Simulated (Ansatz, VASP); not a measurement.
One calculation of HfMoC2, two programs

```
CELL_PARAMETERS angstrom
3.25402 0.00000 0.00000
0.00000 3.25402 0.00000
0.00000 0.00000 4.57313
ATOMIC_POSITIONS crystal
Hf 0.00000 0.00000 0.00000
Mo 0.50000 0.50000 0.50000
C 0.50000 0.50000 0.00000
C 0.00000 0.00000 0.50000
```

Alike in both runs: task single point; functional PBE; k mesh 8 × 8 × 6; occupations fermi-dirac, width 0.05 eV; no spin polarisation.

|  | VASP | Ansatz |
| --- | --- | --- |
| version | VASP 6.6.1 | Ansatz 0.2.0 |
| potentials or method | VASP PAW PBE potentials, release 64 (Hf_pv, Mo_sv, C) | Ansatz PAW |
| plane-wave cutoff (eV) | 520 | 420 |
| valence electrons in the cell | 32 | 48 |

|  | VASP | Ansatz | Ansatz less VASP |
| --- | --- | --- | --- |
| gap on the k mesh at the Fermi level (eV) | none | none | - |
| pressure (GPa) | -15.5 | -15.3 | +0.21 |
| traceless stress, the component that is largest in VASP (GPa) | -2.56 | -2.59 | -0.026 |

A gap of «none» marks a metal or a gap that the smearing closes. With one functional, cell and mesh, what is left measures potentials, basis and numerics. VASP's potentials hold 32 valence electrons a cell and Ansatz's 48, so a difference there can come from the potentials and not from the codes.

Spin-orbit coupling is off throughout.
